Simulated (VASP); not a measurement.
# Ca (C2/m) in VASP: single point with PBE

Aim: the single point of Ca with PBE.

Everything below comes from runs of VASP 6.6.1. Logs are shortened: lines on timing, memory, paths and dates and some standing lists are left out, and cuts for length are marked.

## (1) The cell of the first run

The structure is monoclinic, space group C2/m (No. 12). The conventional cell has a = 6.791 Å, b = 3.943 Å, c = 6.509 Å, α = 90.00°, β = 90.00°, γ = 90.00°. Within 4.9 Å of Ca (site symmetry m) lie 12 Ca at 3.76 to 4.16 Å.

## (2) Single point, PBE (one atom moved)

The input, INCAR:

```
ALGO = Fast
EDIFF = 1E-6
ENCUT = 520
GGA = PE
ISIF = 2
ISMEAR = 0
LASPH = True
LCHARG = False
LREAL = False
LWAVE = False
NBANDS = 17
NELM = 60
PREC = Accurate
SIGMA = 0.1
```

The input, KPOINTS:

```
k-points
0
Gamma
  12 12 6
```

The input, POSCAR:

```
Ca
1.0
    1.9712759950     -3.3954901800      0.0000000000
    1.9712759950      3.3954901800      0.0000000000
    0.0000000000      0.0000000000      6.5091117400
Ca
2
Direct
    0.8355866000      0.1644134000      0.2845669285
    0.1644134000      0.8355866000      0.7500000000
```

Potentials or basis: VASP PAW PBE potentials, release 64 (Ca_sv).

Run with:

```
$ cat potpaw_PBE.64/Ca_sv/POTCAR > POTCAR
$ mpirun -np 1 vasp_std > vasp.out
```

OUTCAR:

```text
EDIFF = 1E-6
   ENCUT = 520
   GGA = PE
   ISIF = 2
   ISMEAR = 0
   LASPH = True
   LREAL = False
   NELM = 60
   PREC = Accurate

 ion  position               nearest neighbor table
   1  0.836  0.164  0.285-
   2  0.164  0.836  0.750-

  LATTYP: Found a base centered orthorhombic cell.
 ALAT       =     3.9425519900
 B/A-ratio  =     1.7224834009
 C/A-ratio  =     1.6509894496

  Lattice vectors:

 A1 = (   1.9712759950,  -3.3954901800,   0.0000000000)
 A2 = (   1.9712759950,   3.3954901800,   0.0000000000)
 A3 = (   0.0000000000,   0.0000000000,   6.5091117400)

Analysis of symmetry for initial positions (statically):
=====================================================================
 Subroutine PRICEL returns:
 Original cell was already a primitive cell.

 Routine SETGRP: Setting up the symmetry group for a
 base centered orthorhombic supercell.

 Subroutine GETGRP returns: Found  4 space group operations
 (whereof  2 operations were pure point group operations)
 out of a pool of  8 trial point group operations.

The static configuration has the point symmetry C_1h.
 The point group associated with its full space group is C_2h.

Analysis of symmetry for dynamics (positions and initial velocities):
=====================================================================
 Subroutine PRICEL returns:
 Original cell was already a primitive cell.

 Routine SETGRP: Setting up the symmetry group for a
 base centered orthorhombic supercell.

 Subroutine GETGRP returns: Found  4 space group operations
 (whereof  2 operations were pure point group operations)
 out of a pool of  8 trial point group operations.

The dynamic configuration has the point symmetry C_1h.
 The point group associated with its full space group is C_2h.

 Subroutine INISYM returns: Found  4 space group operations
 (whereof  2 operations are pure point group operations),
 and found     1 'primitive' translations

----------------------------------------------------------------------------------------

                                     Primitive cell

  volume of cell :      87.1368

  direct lattice vectors                    reciprocal lattice vectors
     1.971275995 -3.395490180  0.000000000     0.253642819 -0.147254144  0.000000000
     1.971275995  3.395490180  0.000000000     0.253642819  0.147254144  0.000000000
     0.000000000  0.000000000  6.509111740     0.000000000  0.000000000  0.153630793

  length of vectors
     3.926230076  3.926230076  6.509111740     0.293289043  0.293289043  0.153630793

  position of ions in fractional coordinates (direct lattice)
     0.835586600  0.164413400  0.284566928
     0.164413400  0.835586600  0.750000000

  ion indices of the primitive-cell ions
   primitive index   ion index
                 1           1
                 2           2

----------------------------------------------------------------------------------------

 KPOINTS: k-points

Automatic generation of k-mesh.
 Grid dimensions read from file:
 generate k-points for:   12   12    6

 Generating k-lattice:

  Cartesian coordinates                     Fractional coordinates (reciprocal lattice)
     0.021136902 -0.012271179  0.000000000     0.083333333  0.000000000  0.000000000
     0.021136902  0.012271179  0.000000000     0.000000000  0.083333333  0.000000000
     0.000000000  0.000000000  0.025605132     0.000000000  0.000000000  0.166666667

  Length of vectors
     0.024440754  0.024440754  0.025605132

  Shift w.r.t. Gamma in fractional coordinates (k-lattice)
     0.000000000  0.000000000  0.000000000

 Subroutine IBZKPT returns following result:
 ===========================================

 Found    242 irreducible k-points:

 Following reciprocal coordinates:
            Coordinates               Weight
  0.000000  0.000000  0.000000      1.000000
  0.083333 -0.000000  0.000000      4.000000
  0.166667  0.000000  0.000000      4.000000
  0.250000  0.000000  0.000000      4.000000
  0.333333  0.000000  0.000000      4.000000
  0.416667 -0.000000  0.000000      4.000000
[... 16 lines left out ...]
  0.500000  0.166667  0.000000      4.000000
 -0.416667  0.166667  0.000000      4.000000
 [... further k-points ...]
   k-points           NKPTS =    242   k-points in BZ     NKDIM =    242   number of bands    NBANDS=     17
   number of dos      NEDOS =    301   number of ions     NIONS =      2
   total plane-waves  NPLWV =  43200
   dimension x,y,z NGX =    30 NGY =   30 NGZ =   48
   dimension x,y,z NGXF=    60 NGYF=   60 NGZF=   96
   ions per type =               2
   NGX,Y,Z   is equivalent  to a cutoff of  12.70, 12.70, 12.26 a.u.
   NGXF,Y,Z  is equivalent  to a cutoff of  25.41, 25.41, 24.52 a.u.
 SYSTEM =  unknown system
   PREC   = accura    normal or accurate (medium, high low for compatibility)
   ISTART =      0    job   : 0-new  1-cont  2-samecut
   ICHARG =      2    charge: 1-file 2-atom 10-const
   ISPIN  =      1    spin polarized calculation?
   LNONCOLLINEAR =      F non collinear calculations
   LSORBIT =      F    spin-orbit coupling
   LASPH  =      T    aspherical Exc in radial PAW
   ENCUT  =  520.0 eV  38.22 Ry    6.18 a.u.   7.30  7.30 12.10*2*pi/ulx,y,z
   NELM   =     60;   NELMIN=  2; NELMDL= -5     # of ELM steps
   EDIFF  = 0.1E-05   stopping-criterion for ELM
   LREAL  =      F    real-space projection
   EDIFFG = 0.1E-04   stopping-criterion for IOM
   NSW    =      0    number of steps for IOM
   IBRION =     -1    ionic relax: 0-MD 1-quasi-New 2-CG
   NFREE  =      0    steps in history (QN), initial steepest desc. (CG)
   ISIF   =      2    stress and relaxation
   ISYM   =      2    0-nonsym 1-usesym 2-fastsym
   POTIM  = 0.5000    time-step for ionic-motion
   TEBEG  =    0.0;   TEEND  =   0.0 temperature during run
   PSTRESS=    0.0 pullay stress
   NELECT =      20.0000    total number of electrons
   NUPDOWN=      -1.0000    fix difference up-down
   EMIN   =  10.00;   EMAX   =-10.00  energy-range for DOS
   EFERMI =   0.00;   METHOD = LEGACY
   ISMEAR =     0;   SIGMA  =   0.10  broadening in eV -4-tet -1-fermi 0-gaus
   EFERMI_NEDOS =   21; number of points for ismear=-14 and -15
   IALGO  =     68    algorithm
   IMIX   =      4    mixing-type and parameters
     AMIX     =   0.40;   BMIX     =  1.00
     AMIX_MAG =   1.60;   BMIX_MAG =  1.00
  volume/ion in A,a.u.               =      43.57       294.01
  Fermi-wavevector in a.u.,A,eV,Ry     =   1.002346  1.894159 13.669737  1.004697
  Thomas-Fermi vector in A             =   2.134827
   LORBIT       =      0    0 simple, 1 ext, 2 COOP (PROOUT), +10 PAW based schemes
   GGA     = PE    functional components
   LHFCALC =     F    Hartree Fock is set to
   AEXX    =    0.0000 exact exchange contribution
   IVDW    =     0    specifies the selected vdW correction
   LEPSILON=     F    determine dielectric tensor
   LRPA    =     F    only Hartree local field effects (RPA)
 non-spin polarized calculation
 RMM-DIIS sequential band-by-band and
 Gauss-broadening in eV      SIGMA  =   0.10
  energy-cutoff  :      520.00
  volume of cell :       87.14
 maximum number of plane-waves:      2374
 NGX is ok and might be reduce to    30
   NGX = 15   NGY = 15   NGZ = 25

 number of electron      20.0000000 magnetization

 Free energy of the ion-electron system (eV)
  ---------------------------------------------------
  ext. energy  EPLUGINS =         0.00000000
  ---------------------------------------------------
  free energy    TOTEN  =        -3.81761898 eV

  energy without entropy =       -3.80673674  energy(sigma->0) =       -3.81217786

 E-fermi :   1.8945     XC(G=0):  -7.6285

 val. band max:        1.8940298436   @ k =   0.3333   0.1667   0.1667
 cond. band min:       1.8946477660   @ k =  -0.3333   0.3333   0.0000
 fundamental gap:      0.0006179224
 Fermi energy:         1.8945188967

 k-point     1 :       0.0000    0.0000    0.0000
  band No.  band energies     occupation
      1     -40.2343      2.00000
      2     -40.2211      2.00000
      3     -21.2791      2.00000
      4     -21.1745      2.00000
      5     -21.1722      2.00000
      6     -21.1543      2.00000
[... 9 lines left out ...]
     16       4.3969      0.00000
     17       4.8646      0.00000

 k-point     2 :       0.0833   -0.0000    0.0000
  band No.  band energies     occupation
      1     -40.2336      2.00000
      2     -40.2208      2.00000
      3     -21.2765      2.00000
      4     -21.1802      2.00000
      5     -21.1757      2.00000
      6     -21.1608      2.00000
[... 9 lines left out ...]
     16       4.4450      0.00000
     17       4.7540      0.00000

 k-point     3 :       0.1667    0.0000    0.0000
  band No.  band energies     occupation
      1     -40.2315      2.00000
      2     -40.2198      2.00000
      3     -21.2692      2.00000
      4     -21.1987      2.00000
      5     -21.1815      2.00000
      6     -21.1783      2.00000
[... 9 lines left out ...]
     16       4.4726      0.00000
     17       4.5691      0.00000

 k-point     4 :       0.2500    0.0000    0.0000
  band No.  band energies     occupation
      1     -40.2286      2.00000
      2     -40.2187      2.00000
      3     -21.2592      2.00000
      4     -21.2235      2.00000
      5     -21.2011      2.00000
      6     -21.1887      2.00000
[... 9 lines left out ...]
     16       4.6978      0.00000
     17       4.8036      0.00000
[... 343 lines left out ...]
      1     -40.2208      2.00000
      2     -40.2173      2.00000
      3     -21.2662      2.00000
      4     -21.2518      2.00000
      5     -21.2185      2.00000
      6     -21.2106      2.00000
[... 9 lines left out ...]
     16       5.4058      0.00000
     17       5.7302      0.00000

 k-point    23 :       0.5000    0.1667    0.0000
  band No.  band energies     occupation
      1     -40.2217      2.00000
      2     -40.2172      2.00000
      3     -21.2619      2.00000
      4     -21.2508      2.00000
      5     -21.2201      2.00000
      6     -21.2078      2.00000
[... 9 lines left out ...]
     16       5.2041      0.00000
     17       5.7113      0.00000

 k-point    24 :      -0.4167    0.1667    0.0000
  band No.  band energies     occupation
      1     -40.2240      2.00000
      2     -40.2175      2.00000
      3     -21.2523      2.00000
      4     -21.2440      2.00000
      5     -21.2252      2.00000
      6     -21.1984      2.00000
[... 9 lines left out ...]
     16       4.9410      0.00000
     17       5.5734      0.00000

 [... further k-points ...]

------------------------ aborting loop because EDIFF is reached ----------------------------------------

  FORCE on cell =-STRESS in cart. coord.  units (eV):
  Direction    XX          YY          ZZ          XY          YZ          ZX
  --------------------------------------------------------------------------------------
  -------------------------------------------------------------------------------------
  Total       -0.2212519     -0.0928232     -0.1333672      0.0000000     -0.0147132      0.0000000
  in kB       -4.0681408     -1.7067319     -2.4522119      0.0000000     -0.2705305      0.0000000
  external PRESSURE =      -2.7423615 kB  Pullay stress =       0.0000000 kB

 VOLUME and BASIS-vectors are now :
 -----------------------------------------------------------------------------
  energy-cutoff  :      520.00
  volume of cell :       87.14
      direct lattice vectors                 reciprocal lattice vectors
     1.971275995 -3.395490180  0.000000000     0.253642819 -0.147254144  0.000000000
     1.971275995  3.395490180  0.000000000     0.253642819  0.147254144  0.000000000
     0.000000000  0.000000000  6.509111740     0.000000000  0.000000000  0.153630793

 POSITION                                       TOTAL-FORCE (eV/Angst)
 -----------------------------------------------------------------------------------
      1.97128     -2.27896      1.85228         0.000000      0.017322     -0.337857
      1.97128      2.27896      4.88183         0.000000     -0.017322      0.337857
 -----------------------------------------------------------------------------------
    total drift:                                0.000000     -0.000005     -0.000016

  FREE ENERGIE OF THE ION-ELECTRON SYSTEM (eV)
  ---------------------------------------------------
  free  energy   TOTEN  =        -3.8176189835 eV

  energy  without entropy=       -3.8067367437  energy(sigma->0) =       -3.81217786
```

Run time: 8.4 min. Hardware: 1 thread of Oxide Virtual Turin-like, shared host; peak memory 0.39 GiB.

What came out:

| Property | Result |
| --- | --- |
| Free energy | -3.8176 eV |
| Pressure | -0.3 GPa |
| Largest force | 0.338 eV/Å |
| Band gap on the k mesh | zero (bands 10 and 11 overlap by 0.54 eV) |

Forces in eV/Å, atoms in the order of the input:
```
Ca   0.000  0.017 -0.338
Ca   0.000 -0.017  0.338
```

Stress tensor (GPa, compression positive):
```
-0.41  0.00  0.00
 0.00 -0.17 -0.03
 0.00 -0.03 -0.25
```

Levels at points of the mesh, in eV from the Fermi level:
```tsv
k point	band 8	band 9	band 10	band 11	band 12	band 13
(0.00, 0.00, 0.00)	-23.05	-4.03	-1.09	-0.28	2.20	2.23
(0.50, 0.00, 0.00)	-23.07	-1.14	-0.72	0.22	0.35	1.31
(0.50, 0.50, 0.00)	-23.07	-1.10	-0.72	0.24	0.37	1.27
(0.00, 0.00, 0.50)	-23.05	-3.17	-2.93	1.06	1.62	2.17
(0.50, 0.00, 0.50)	-23.07	-0.71	-0.71	0.06	0.07	1.24
(0.50, 0.50, 0.50)	-23.07	-0.70	-0.70	0.10	0.10	1.23
```

Caveat: the cell differs from its parent crystal (one atom moved).
